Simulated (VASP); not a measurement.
Crystal: SiC5.

```
CELL_PARAMETERS angstrom
2.72473 0.00000 0.00000
-1.36237 2.35969 0.00000
0.00000 0.00000 6.74512
ATOMIC_POSITIONS crystal
C 0.00000 0.00000 0.97209
C 0.66667 0.33333 0.66968
C 0.33333 0.66667 0.36564
C 0.66667 0.33333 0.89629
C 0.33333 0.66667 0.59295
Si 0.00000 0.00000 0.25335
```

Base run:

| Property | Result |
| --- | --- |
| Program | VASP 6.6.1 |
| Functional | PBE |
| Potentials or basis | VASP PAW PBE potentials, release 64 (C, Si) |
| Cutoff | 520 eV |
| k mesh | 12 × 12 × 4 |
| Occupations | gaussian, width 0.01 eV |
| Spin | no spin polarisation |

Its results: band gap on the k mesh 1.36 eV, indirect (least direct gap 3.39 eV); pressure 3.7 GPa; largest force 0.397 eV/Å.

The run is repeated on the same cell with these changes: functional from PBE to r2SCAN; further incar settings from ALGO = Normal; EDIFF = 1e-07; NBANDS = 21 to ALGO = Normal; EDIFF = 1e-06; NBANDS = 21. What comes out?

Band gap on the k mesh 1.67 eV, indirect (least direct gap 3.72 eV); pressure 0.3 GPa; largest force 0.095 eV/Å.

Caveats: the PAW data sets were made with another functional, which shifts forces and pressure a little (some runs).

A k mesh can miss the band edges.
